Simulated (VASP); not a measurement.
Runs of VASP 6.6.1 on HfIN. The structure is that of space group R-3m (No. 166), or close to it. The cells are those of the table. 

| cell | gap on the mesh (eV) | pressure (GPa) | largest force (eV/Å) |
| --- | --- | --- | --- |
| a = 10.839 Å, angles 19.3°, 6 atoms | 0.73 | -0.5 | 0.23 |
| a = 10.686 Å, angles 19.3°, 6 atoms | 0.63 | 5.3 | 0.75 |
| a = 11.273 Å, angles 19.3°, 6 atoms | 0.95 | (a) | 0.94 |
| a = 11.410 Å, angles 19.3°, 6 atoms | 0.99 | (c) | 1.23 |
| a = 11.132 Å, angles 19.3°, 6 atoms | 0.89 | (b) | 0.61 |
| a = 10.987 Å, angles 19.3°, 6 atoms | 0.82 | -5.1 | 0.34 |
| a = 10.529 Å, angles 19.3°, 6 atoms | 0.51 | (d) | 1.36 |

Alike in all rows: task single point; level LDA; potentials or basis VASP PAW LDA potentials, release 64 (Hf_pv, I, N); no spin polarisation; k mesh 6 × 6 × 6; cutoff (eV) 520; smearing gaussian 0.01 eV.

**Question.** Fill in the values left out.

**Answer.** (a) -11.8; (b) -8.8; (c) -14.2; (d) 12.4.

Caveats: spin-orbit coupling is left out, which moves the levels of the heavy elements; the cell stands under tension (at least some runs); semilocal functionals underestimate gaps, and a narrow one can read as zero (at least some runs); the cell stands under pressure (at least some runs); forces of over 1 eV/Å act on the atoms, so gaps and moduli don't describe the material at rest (at least some runs).

A k mesh can miss the band edges, and the runs leave out spin-orbit coupling on Hf, I.
